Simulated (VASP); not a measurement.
Input of a VASP 6.6.1 run:

The input INCAR:

```
PREC = Accurate
ENCUT = 520
EDIFF = 1E-6
ISMEAR = 0
SIGMA = 0.05
LREAL = False
LASPH = True
NELM = 80
ALGO = Normal
ISIF = 2
LWAVE = False
LCHARG = False
GGA = PE
NBANDS = 11
```

The input KPOINTS:

```
regular mesh
0
Gamma
  10 10 10
```

POSCAR

```
BP
1.0
    0.0000000000      2.3143800000      2.2690000000
    2.3143800000      0.0000000000      2.2690000000
    2.3143800000      2.3143800000      0.0000000000
B P
1 1
Direct
    0.0000000000      0.0000000000      0.0000000000
    0.7500000000      0.7500000000      0.7500000000
```

Potentials or basis: VASP PAW PBE potentials, release 64 (B, P).

Run with:

```console
$ cat potpaw_PBE.64/B/POTCAR potpaw_PBE.64/P/POTCAR > POTCAR
$ mpirun -np 1 vasp_std > vasp.out
```

Question: What does it give for the band gap on the k mesh?

Answer: 1.00 eV, indirect (least direct gap 3.15 eV).

Question: Predict the pressure.

Answer: -5.2 GPa.

Stress tensor (GPa, compression positive):
```
-6.85  0.00  0.00
 0.00 -6.85  0.00
 0.00  0.00 -1.85
```

Caveat: the cell differs from its parent crystal (strain +0.0200 x Voigt [1, 1, 0, 0, 0, 0]). A k mesh can miss the band edges.
